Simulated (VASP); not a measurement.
# BaBiH3 (C2/m) in VASP: single point with PBE

Aim: the single point of BaBiH3 with PBE.

All numbers are computed with VASP 6.6.1; they aren't measurements. Logs are shortened: lines on timing, memory, paths and dates and some standing lists are left out, and cuts for length are marked.

**1. The cell of the first run**

Symmetry: C2/m, No. 12, monoclinic system. The conventional cell has a = 10.497 Å, b = 6.063 Å, c = 6.113 Å, α = 90.00°, β = 125.32°, γ = 90.00°. Ba (site symmetry m) has 12 H at 2.68 to 3.43 Å within 3.5 Å. H (site symmetry m) has 2 Bi at 2.10 to 2.27 Å and 1 Ba at 2.68 Å within 2.8 Å. Within 3.4 Å of H (site symmetry 1) lie 2 Bi at 2.11 to 2.24 Å and 4 Ba at 2.78 to 3.32 Å and 8 H at 2.97 to 3.25 Å. Within 3.0 Å of Bi (site symmetry 2/m) lie 6 H at 2.24 to 2.27 Å. Within 2.8 Å of Bi (site symmetry 2/m) lie 6 H at 2.10 to 2.11 Å.

**2. Single point, PBE**

POSCAR

```
BaBiH3
1.0
    3.0346000000      3.0315700000      4.2825150000
    3.0346000000     -3.0315700000      4.2825150000
    3.0779470000      3.0315700000     -4.2825150000
Ba H Bi
2 6 2
Direct
    0.2506000000      0.5085000000      0.2579000000
    0.7494000000      0.4915000000      0.7421000000
    0.2602000000      0.0698000000      0.8096000000
    0.7398000000      0.9302000000      0.1904000000
    0.2165000000      0.0063000000      0.2980000000
    0.2917000000      0.4855000000      0.7020000000
    0.7835000000      0.9937000000      0.7020000000
    0.7083000000      0.5145000000      0.2980000000
    0.0000000000      0.0000000000      0.0000000000
    0.5000000000      0.0000000000      0.5000000000
```

INCAR.step1

```
SYSTEM = BaBiH3
ALGO = Normal
EDIFF = 1E-7
ENCUT = 520
GGA = PE
ISIF = 2
ISMEAR = 0
LASPH = .True.
LCHARG = .True.
LREAL = .False.
LWAVE = .False.
NBANDS = 39
NELM = 100
PREC = Accurate
SIGMA = 0.0339
```

KPOINTS.step1

```
k-points
0
Gamma
  4 4 4
  0 0 0
```

INCAR.step2

```
SYSTEM = BaBiH3
ALGO = Normal
EDIFF = 1E-7
ENCUT = 520
GGA = PE
ICHARG = 11
ISIF = 2
ISMEAR = -5
LASPH = .True.
LCHARG = .False.
LORBIT = 10
LREAL = .False.
LWAVE = .False.
NEDOS = 1001
NELM = 100
PREC = Accurate
SIGMA = 0.0339
```

KPOINTS.step2

```
k-points
0
Gamma
  6 6 6
  0 0 0
```

Potentials or basis: VASP PAW PBE potentials, release 64 (Ba_sv, H, Bi_d).

Command:

```sh
$ cat potpaw_PBE.64/Ba_sv/POTCAR potpaw_PBE.64/H/POTCAR potpaw_PBE.64/Bi_d/POTCAR > POTCAR
$ cp INCAR.step1 INCAR
$ cp KPOINTS.step1 KPOINTS
$ mpirun -np 1 vasp_std > vasp.out
$ cp INCAR.step2 INCAR
$ cp KPOINTS.step2 KPOINTS
$ mpirun -np 1 vasp_std > vasp.out
```

OUTCAR:

```text
SYSTEM = BaBiH3
   EDIFF = 1E-7
   ENCUT = 520
   GGA = PE
   ICHARG = 11
   ISIF = 2
   ISMEAR = -5
   LASPH = .True.
   LORBIT = 10
   LREAL = .False.
   NELM = 100
   PREC = Accurate

 ion  position               nearest neighbor table
   1  0.251  0.508  0.258-   3 2.68   6 2.78   7 2.78   8 2.80   5 2.80  10 3.68   9 3.70   9 3.71
                             9 3.71  10 3.71  10 3.71   9 3.77  10 3.78   2 4.23   2 4.23   2 4.27
   2  0.749  0.492  0.742-   4 2.68   8 2.78   5 2.78   6 2.80   7 2.80  10 3.68   9 3.70   9 3.71
                             9 3.71  10 3.71  10 3.71   9 3.77  10 3.78   1 4.23   1 4.23   1 4.27
   3  0.260  0.070  0.810-  10 2.10   9 2.27   1 2.68
   4  0.740  0.930  0.190-  10 2.10   9 2.27   2 2.68
   5  0.217  0.006  0.298-  10 2.11   9 2.24   2 2.78   1 2.80
   6  0.292  0.486  0.702-  10 2.11   9 2.24   1 2.78   2 2.80
   7  0.783  0.994  0.702-  10 2.11   9 2.24   1 2.78   2 2.80
   8  0.708  0.514  0.298-  10 2.11   9 2.24   2 2.78   1 2.80
   9  0.000  0.000  0.000-   8 2.24   6 2.24   7 2.24   5 2.24   4 2.27   3 2.27   1 3.70   2 3.70
                             2 3.71   1 3.71   2 3.71   1 3.71   1 3.77   2 3.77
  10  0.500  0.000  0.500-   3 2.10   4 2.10   5 2.11   7 2.11   6 2.11   8 2.11   1 3.68   2 3.68
                             1 3.71   2 3.71   1 3.71   2 3.71   2 3.78   1 3.78

  LATTYP: Found a base centered monoclinic cell.
 ALAT       =    10.4973771744
 B/A-ratio  =     0.5775861817
 C/A-ratio  =     0.5822927859
 COS(beta)  =    -0.5781634688

  Lattice vectors:

 A1 = (  -3.0346000000,  -3.0315700000,  -4.2825150000)
 A2 = (  -3.0346000000,   3.0315700000,  -4.2825150000)
 A3 = (   6.1125470000,   0.0000000000,   0.0000000000)

Analysis of symmetry for initial positions (statically):
=====================================================================
 Subroutine PRICEL returns:
 Original cell was already a primitive cell.

 Routine SETGRP: Setting up the symmetry group for a
 base centered monoclinic supercell.

 Subroutine GETGRP returns: Found  4 space group operations
 (whereof  4 operations were pure point group operations)
 out of a pool of  4 trial point group operations.

The static configuration has the point symmetry C_2h.

Analysis of symmetry for dynamics (positions and initial velocities):
=====================================================================
 Subroutine PRICEL returns:
 Original cell was already a primitive cell.

 Routine SETGRP: Setting up the symmetry group for a
 base centered monoclinic supercell.

 Subroutine GETGRP returns: Found  4 space group operations
 (whereof  4 operations were pure point group operations)
 out of a pool of  4 trial point group operations.
[... 145 lines left out ...]
   LHFCALC =     F    Hartree Fock is set to
   AEXX    =    0.0000 exact exchange contribution
   IVDW    =     0    specifies the selected vdW correction
   LEPSILON=     F    determine dielectric tensor
   LRPA    =     F    only Hartree local field effects (RPA)
 non-spin polarized calculation
 Fermi weights with tetrahedron method with Bloechl corrections
  energy-cutoff  :      520.00
  volume of cell :      158.72
 maximum number of plane-waves:      4301
 NGX is ok and might be reduce to    48

 number of electron      56.0000006 magnetization

 Free energy of the ion-electron system (eV)
  ---------------------------------------------------
  ext. energy  EPLUGINS =         0.00000000
  ---------------------------------------------------
  free energy    TOTEN  =       -30.15359567 eV

  energy without entropy =      -30.15359567  energy(sigma->0) =      -30.15359567

 E-fermi :   5.8121     XC(G=0):  -9.6343

 val. band max:        6.0959245056   @ k =   0.0000   0.0000   0.5000
 cond. band min:       5.6161817963   @ k =   0.5000   0.5000   0.5000
 fundamental gap:     -0.4797427092
 Fermi energy:         5.8120535191

 k-point     1 :       0.0000    0.0000    0.0000
  band No.  band energies     occupation
      1     -23.0906      2.00000
      2     -23.0120      2.00000
      3     -17.5866      2.00000
      4     -17.5812      2.00000
      5     -17.5500      2.00000
      6     -17.5485      2.00000
[... 877 lines left out ...]
     33       7.7283      0.00000
     34       8.1344      0.00000

 [... further k-points ...]

------------------------ aborting loop because EDIFF is reached ----------------------------------------

  FORCE on cell =-STRESS in cart. coord.  units (eV):
  Direction    XX          YY          ZZ          XY          YZ          ZX
  --------------------------------------------------------------------------------------
  -------------------------------------------------------------------------------------
  Total        9.3504058      7.8530475      8.9671206      0.0000000      0.0000000     -0.2221476
  in kB       94.3892073     79.2738789     90.5200726      0.0000000      0.0000000     -2.2425055
  external PRESSURE =      88.0610529 kB  Pullay stress =       0.0000000 kB

 VOLUME and BASIS-vectors are now :
 -----------------------------------------------------------------------------
  energy-cutoff  :      520.00
  volume of cell :      158.72
      direct lattice vectors                 reciprocal lattice vectors
     3.034600000  3.031570000  4.282515000     0.000000000  0.164931042  0.116753823
     3.034600000 -3.031570000  4.282515000     0.163597924 -0.164931042  0.000827957
     3.077947000  3.031570000 -4.282515000     0.163597924  0.000000000 -0.115925866

 POSITION                                       TOTAL-FORCE (eV/Angst)
 -----------------------------------------------------------------------------------
      3.09737      0.00000      2.14640        -0.104150     -0.000000     -0.015431
      6.04978      3.03157      2.13612         0.104150     -0.000000      0.015431
      3.49332      3.03157     -2.05389         0.289347     -0.000000     -0.276427
      5.65382     -0.00000      6.33641        -0.289347     -0.000000      0.276427
      1.59334      1.54064     -0.32205        -0.145040     -0.186889     -0.284534
      4.51921      1.54064      0.32205         0.145040     -0.186889      0.284534
      7.55381      1.49093      4.60456         0.145040      0.186889      0.284534
      4.62794      1.49093      3.96047        -0.145040      0.186889     -0.284534
      0.00000      0.00000      0.00000         0.000000     -0.000000     -0.000000
      3.05627      3.03157      0.00000         0.000000     -0.000000     -0.000000
 -----------------------------------------------------------------------------------
    total drift:                               -0.000000     -0.000000      0.000000

  FREE ENERGIE OF THE ION-ELECTRON SYSTEM (eV)
  ---------------------------------------------------
  free  energy   TOTEN  =       -30.1535956731 eV

  energy  without entropy=      -30.1535956731  energy(sigma->0) =      -30.15359567

 total charge

# of ion       s       p       d       tot
------------------------------------------
    1        2.008   5.570   0.397   7.975
    2        2.008   5.570   0.397   7.975
    3        0.490   0.012   0.000   0.502
    4        0.490   0.012   0.000   0.502
    5        0.489   0.012   0.000   0.502
    6        0.489   0.012   0.000   0.502
    7        0.489   0.012   0.000   0.502
    8        0.489   0.012   0.000   0.502
    9        1.540   1.449   9.946  12.936
   10        1.540   1.462   9.983  12.985
--------------------------------------------------
tot         10.033  14.124  20.724  44.881
```

OSZICAR.step1:

```text
N       E                     dE             d eps       ncg     rms          rms(c)
DAV:   1     0.557916192486E+03    0.55792E+03   -0.26165E+04  1872   0.146E+03
DAV:   2     0.338363234801E+02   -0.52408E+03   -0.50472E+03  1927   0.396E+02
DAV:   3    -0.281433178596E+02   -0.61980E+02   -0.60657E+02  2507   0.151E+02
DAV:   4    -0.311787692619E+02   -0.30355E+01   -0.30150E+01  2665   0.303E+01
DAV:   5    -0.313026299383E+02   -0.12386E+00   -0.12344E+00  2781   0.549E+00    0.748E+00
DAV:   6    -0.303264168257E+02    0.97621E+00   -0.94092E-01  2539   0.522E+00    0.402E+00
DAV:   7    -0.301294535548E+02    0.19696E+00   -0.97506E-01  2514   0.412E+00    0.989E-01
DAV:   8    -0.301353814962E+02   -0.59279E-02   -0.10334E-01  2286   0.185E+00    0.274E-01
DAV:   9    -0.301337563040E+02    0.16252E-02   -0.96779E-03  2434   0.662E-01    0.104E-01
DAV:  10    -0.301340649371E+02   -0.30863E-03   -0.16875E-03  2235   0.178E-01    0.533E-02
DAV:  11    -0.301340577411E+02    0.71961E-05   -0.42420E-04  2459   0.115E-01    0.196E-02
DAV:  12    -0.301340498303E+02    0.79108E-05   -0.40502E-05  2436   0.269E-02    0.596E-03
DAV:  13    -0.301340486701E+02    0.11602E-05   -0.43643E-06  2721   0.853E-03    0.147E-03
DAV:  14    -0.301340481812E+02    0.48896E-06   -0.30685E-07  1939   0.375E-03    0.458E-04
DAV:  15    -0.301340481590E+02    0.22189E-07   -0.23376E-08  1433   0.998E-04
   1 F= -.30134048E+02 E0= -.30132086E+02  d E =-.392371E-02
```

Wall time 3.7 min (1 thread of Intel Xeon 6975P-C (Granite Rapids), shared host); peak memory 0.52 GiB.

What came out:

```
Valence electrons inside the program's atomic spheres : Ba 7.97; H 0.50; Bi 12.94, 12.98
```

Caveat: spin-orbit coupling is left out, which moves the levels of the heavy elements; tetrahedron occupations give inexact forces and stress in metals.
